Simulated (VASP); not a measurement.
Write the native input for VASP 6.6.1 that does the following.

```
Task                   : electric field gradients
Functional             : PBE
Potentials or basis    : VASP PAW PBE potentials, release 64 (Ti_sv, C)
Cutoff                 : 520 eV
k mesh                 : 14 × 14 × 14
Occupations            : fermi-dirac, width 0.03 eV
Spin                   : no spin polarisation
Dipole correction      : no
Further INCAR settings : ALGO = Normal; EDIFF = 1e-08; NBANDS = 15
```

The structure of TiC (rocksalt type) lies in POSCAR:

```
TiC
1.0
    0.0000000000      2.1843535002      2.1843535002
    2.1843535002      0.0000000000      2.1843535002
    2.1843535002      2.1843535002      0.0000000000
Ti C
1 1
Direct
    0.0000000000      0.0000000000      0.0000000000
    0.5000000000      0.5000000000      0.5000000000
```

This cell differs from its parent crystal: volume scaled by 1.025.

The input as run:

INCAR

```
ALGO = Normal ; EDIFF = 1E-8
ENCUT = 520 ; GGA = PE
ISIF = 2 ; ISMEAR = -1
LASPH = T ; LCHARG = F
LEFG = T ; LREAL = F
LWAVE = F ; NBANDS = 15
NELM = 100 ; PREC = Accurate
SIGMA = 0.03
```

KPOINTS

```
k-points
0
Gamma
  14 14 14
```

Potentials or basis: VASP PAW PBE potentials, release 64 (Ti_sv, C).

The run is started by

```bash
$ cat potpaw_PBE.64/Ti_sv/POTCAR potpaw_PBE.64/C/POTCAR > POTCAR
$ mpirun -np 1 vasp_std > vasp.out
```

It gave:

| Item | Value |
| --- | --- |
| Pressure | -5.6 GPa |
| Band gap on the k mesh | zero (band 8 reaches 9.80 eV, above the bottom of band 9 at 8.71 eV) |

Caveat: without QUAD_EFG the Cq values of the log hold for a quadrupole moment of 1 mb, not for the nuclei.

It took 12 s on 1 thread of Intel(R) Xeon(R) 6975P-C (Granite Rapids), with other jobs on the host, peak memory 0.16 GiB.
